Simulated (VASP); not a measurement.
# Mg in VASP: further runs, part 4 of 4

VASP 6.6.1. Earlier steps stand in the parts before.

### 6 Electric field gradients, PBE (equal xx and yy strain of -1 %)

INCAR reads:

```
PREC = Accurate
ENCUT = 520
EDIFF = 1E-8
ISMEAR = -1
SIGMA = 0.03
LREAL = False
LASPH = True
NELM = 100
ALGO = Normal
ISIF = 2
LWAVE = False
LCHARG = False
GGA = PE
LEFG = True
NBANDS = 7
```

KPOINTS reads:

```
Automatic mesh
0
Gamma
  16 16 16
```

POSCAR reads:

```
Mg
1.0
    0.0000000000      2.2218134400      2.2442560000
    2.2218134400      0.0000000000      2.2442560000
    2.2218134400      2.2218134400      0.0000000000
Mg
1
Direct
    0.0000000000      0.0000000000      0.0000000000
```

Potentials or basis: VASP PAW PBE potentials, release 64 (Mg).

Command:

```bash
$ cat potpaw_PBE.64/Mg/POTCAR > POTCAR
$ mpirun -np 1 vasp_std > vasp.out
```

OUTCAR:

```text
PREC = Accurate
   ENCUT = 520
   EDIFF = 1E-8
   ISMEAR = -1
   LREAL = False
   LASPH = True
   NELM = 100
   ISIF = 2
   GGA = PE

 ion  position               nearest neighbor table
   1  0.000  0.000  0.000-

  LATTYP: Found a body centered tetragonal cell.
 ALAT       =     3.1421186999
 C/A-ratio  =     1.4284985479

  Lattice vectors:

 A1 = (  -2.2218134400,   0.0000000000,   2.2442560000)
 A2 = (   2.2218134400,   0.0000000000,   2.2442560000)
 A3 = (   0.0000000000,   2.2218134400,  -2.2442560000)

Analysis of symmetry for initial positions (statically):
=====================================================================
 Subroutine PRICEL returns:
 Original cell was already a primitive cell.

 Routine SETGRP: Setting up the symmetry group for a
 body centered tetragonal supercell.

 Subroutine GETGRP returns: Found 16 space group operations
 (whereof 16 operations were pure point group operations)
 out of a pool of 16 trial point group operations.

The static configuration has the point symmetry D_4h.

Analysis of symmetry for dynamics (positions and initial velocities):
=====================================================================
 Subroutine PRICEL returns:
 Original cell was already a primitive cell.

 Routine SETGRP: Setting up the symmetry group for a
 body centered tetragonal supercell.

 Subroutine GETGRP returns: Found 16 space group operations
 (whereof 16 operations were pure point group operations)
 out of a pool of 16 trial point group operations.

The dynamic configuration has the point symmetry D_4h.

 Subroutine INISYM returns: Found 16 space group operations
 (whereof 16 operations are pure point group operations),
 and found     1 'primitive' translations

----------------------------------------------------------------------------------------

                                     Primitive cell

  volume of cell :      22.1573

  direct lattice vectors                    reciprocal lattice vectors
     0.000000000  2.221813440  2.244256000    -0.225041397  0.225041397  0.222790983
     2.221813440  0.000000000  2.244256000     0.225041397 -0.225041397  0.222790983
     2.221813440  2.221813440  0.000000000     0.225041397  0.225041397 -0.222790983

  length of vectors
     3.158027859  3.158027859  3.142118700     0.388488201  0.388488201  0.388488201

  position of ions in fractional coordinates (direct lattice)
     0.000000000  0.000000000  0.000000000

  ion indices of the primitive-cell ions
   primitive index   ion index
                 1           1

----------------------------------------------------------------------------------------

 KPOINTS: Automatic mesh

Automatic generation of k-mesh.
 Grid dimensions read from file:
 generate k-points for:   16   16   16

 Generating k-lattice:

  Cartesian coordinates                     Fractional coordinates (reciprocal lattice)
    -0.014065087  0.014065087  0.013924436     0.062500000  0.000000000  0.000000000
[... 59 lines left out ...]
   EDIFF  = 0.1E-07   stopping-criterion for ELM
   LREAL  =      F    real-space projection
   EDIFFG = 0.1E-06   stopping-criterion for IOM
   NSW    =      0    number of steps for IOM
   IBRION =     -1    ionic relax: 0-MD 1-quasi-New 2-CG
   NFREE  =      0    steps in history (QN), initial steepest desc. (CG)
   ISIF   =      2    stress and relaxation
   ISYM   =      2    0-nonsym 1-usesym 2-fastsym
   POTIM  = 0.5000    time-step for ionic-motion
   TEBEG  =    0.0;   TEEND  =   0.0 temperature during run
   PSTRESS=    0.0 pullay stress
   NELECT =       2.0000    total number of electrons
   NUPDOWN=      -1.0000    fix difference up-down
   EMIN   =  10.00;   EMAX   =-10.00  energy-range for DOS
   EFERMI =   0.00;   METHOD = LEGACY
   ISMEAR =    -1;   SIGMA  =   0.03  broadening in eV -4-tet -1-fermi 0-gaus
   EFERMI_NEDOS =   21; number of points for ismear=-14 and -15
   IALGO  =     38    algorithm
   IMIX   =      4    mixing-type and parameters
     AMIX     =   0.40;   BMIX     =  1.00
     AMIX_MAG =   1.60;   BMIX_MAG =  1.00
  volume/ion in A,a.u.               =      22.16       149.53
  Fermi-wavevector in a.u.,A,eV,Ry     =   0.734366  1.387750  7.337524  0.539293
  Thomas-Fermi vector in A             =   1.827301
   LORBIT       =      0    0 simple, 1 ext, 2 COOP (PROOUT), +10 PAW based schemes
   GGA     = PE    functional components
[... 5 lines left out ...]
 non-spin polarized calculation
  energy-cutoff  :      520.00
  volume of cell :       22.16
 maximum number of plane-waves:       612
   NGX = 11   NGY = 11   NGZ = 11

 number of electron       2.0000000 magnetization

 Free energy of the ion-electron system (eV)
  ---------------------------------------------------
  ext. energy  EPLUGINS =         0.00000000
  ---------------------------------------------------
  free energy    TOTEN  =        -1.48838025 eV

  energy without entropy =       -1.48668005  energy(sigma->0) =       -1.48753015

 E-fermi :   2.7977     XC(G=0):  -8.6020

 val. band max:        2.7891389026   @ k =  -0.4375   0.1875   0.1250
 cond. band min:       2.8247354323   @ k =  -0.3750   0.1250   0.4375
 fundamental gap:      0.0355965297
 Fermi energy:         2.7976698146

 k-point     1 :       0.0000    0.0000    0.0000
  band No.  band energies     occupation
      1      -4.2655      2.00000
      2      15.3423      0.00000
      3      15.4161      0.00000
      4      15.4161      0.00000
      5      17.5057      0.00000
      6      17.5057      0.00000
      7      17.5278      0.00000
[... 221 lines left out ...]
 k-point    24 :      -0.0625    0.0625    0.0000
  band No.  band energies     occupation
      1      -4.0268      2.00000
      2      13.0377      0.00000
      3      13.8540      0.00000
      4      15.6481      0.00000
      5      17.6702      0.00000
      6      17.8233      0.00000
      7      18.4197      0.00000

 [... further k-points ...]

------------------------ aborting loop because EDIFF is reached ----------------------------------------

  FORCE on cell =-STRESS in cart. coord.  units (eV):
  Direction    XX          YY          ZZ          XY          YZ          ZX
  --------------------------------------------------------------------------------------
  -------------------------------------------------------------------------------------
  Total        0.2013542      0.2013542      0.2303782      0.0000000      0.0000000     -0.0000000
  in kB       14.5597458     14.5597458     16.6584450      0.0000000      0.0000000     -0.0000000
  external PRESSURE =      15.2593122 kB  Pullay stress =       0.0000000 kB

 VOLUME and BASIS-vectors are now :
 -----------------------------------------------------------------------------
  energy-cutoff  :      520.00
  volume of cell :       22.16
      direct lattice vectors                 reciprocal lattice vectors
     0.000000000  2.221813440  2.244256000    -0.225041397  0.225041397  0.222790983
     2.221813440  0.000000000  2.244256000     0.225041397 -0.225041397  0.222790983
     2.221813440  2.221813440  0.000000000     0.225041397  0.225041397 -0.222790983

 POSITION                                       TOTAL-FORCE (eV/Angst)
 -----------------------------------------------------------------------------------
      0.00000      0.00000      0.00000        -0.000000      0.000000      0.000000
 -----------------------------------------------------------------------------------
    total drift:                                0.000000      0.000000      0.000000

  FREE ENERGIE OF THE ION-ELECTRON SYSTEM (eV)
  ---------------------------------------------------
  free  energy   TOTEN  =        -1.4883802510 eV

  energy  without entropy=       -1.4866800451  energy(sigma->0) =       -1.48753015

 Electric field gradients (V/A^2)
---------------------------------------------------------------------
 ion       V_xx      V_yy      V_zz      V_xy      V_xz      V_yz
---------------------------------------------------------------------
   1       0.271     0.271    -0.543     0.000     0.000     0.000
---------------------------------------------------------------------

 Electric field gradients after diagonalization (V/A^2)
 (convention: |V_zz| > |V_xx| > |V_yy|)
----------------------------------------------------------------------
 ion       V_xx      V_yy      V_zz     asymmetry (V_yy - V_xx)/ V_zz
----------------------------------------------------------------------
   1       0.271     0.271    -0.543       0.000
----------------------------------------------------------------------

           NMR quadrupolar parameters

 Cq : quadrupolar parameter    Cq=e*Q*V_zz/h
 eta: asymmetry parameters     (V_yy - V_xx)/ V_zz
 Q  : nuclear electric quadrupole moment in mb (millibarn)
----------------------------------------------------------------------
 ion       Cq(MHz)       eta       Q (mb)
----------------------------------------------------------------------
   1      -0.001       0.000       1.000
----------------------------------------------------------------------
```

stdout:

```text
POSCAR found type information on POSCAR Mg
 POSCAR found :  1 types and       1 ions
 scaLAPACK will be used
 LDA part: xc-table for (Slater+PW92), standard interpolation
 POSCAR, INCAR and KPOINTS ok, starting setup
 FFT: planning ... GRIDC
 FFT: planning ... GRID_SOFT
 FFT: planning ... GRID
 WAVECAR not read
 entering main loop
ion   1
```

Wall time 40 s (1 thread of Intel Xeon 8259CL, shared host); peak memory 0.18 GiB.

Results:

| Quantity | Value |
| --- | --- |
| Free energy | -1.4884 eV |
| Pressure | 1.5 GPa |
| Band gap on the k mesh | zero (band 1 reaches 4.30 eV, above the bottom of band 2 at 1.53 eV) |

Stress tensor (GPa, compression positive):
```
1.46 0.00 0.00
0.00 1.46 0.00
0.00 0.00 1.67
```

Levels at points of the mesh, in eV from the Fermi level:
```csv
k point,band 1,band 2,band 3,band 4,band 5
"(0.00, 0.00, 0.00)",-7.06,12.54,12.62,12.62,14.71
"(0.50, 0.00, 0.00)",-1.75,-1.27,11.37,11.57,12.34
"(0.50, 0.50, 0.00)",-0.31,0.73,6.24,7.25,7.25
"(0.50, 0.00, 0.50)",-0.18,0.88,6.14,7.08,7.11
```

Electric field gradients, principal values (V/Å²):
```
atom  least  middle  greatest (by size)
1 Mg  0.271   0.271              -0.543
```

Caveat: the cell differs from its parent crystal (equal xx and yy strain of -1 %); without QUAD_EFG the Cq values of the log hold for a quadrupole moment of 1 mb, not for the nuclei.

### 7 Summary

```csv
cell,gap on the mesh (eV),pressure (GPa)
"a = 3.236 Å, angles 60.0°, 1 atom",none,-1.3
"a = 3.127, b = 3.127, c = 3.174 Å, angles 59.5, 59.5, 61.0°, 1 atom",none,1.9
"a = 3.142, b = 3.142, c = 3.174 Å, angles 59.7, 59.7, 60.7°, 1 atom",none,1.5
"a = 3.158, b = 3.158, c = 3.142 Å, angles 60.2, 60.2, 59.7°, 1 atom",none,1.5
```

Alike in all rows: task electric field gradients; level PBE; potentials or basis VASP PAW PBE potentials, release 64 (Mg); no spin polarisation; k mesh 16 × 16 × 16; cutoff (eV) 520; smearing fermi-dirac 0.03 eV.

Absolute energies hang on the potentials; compare differences alone.
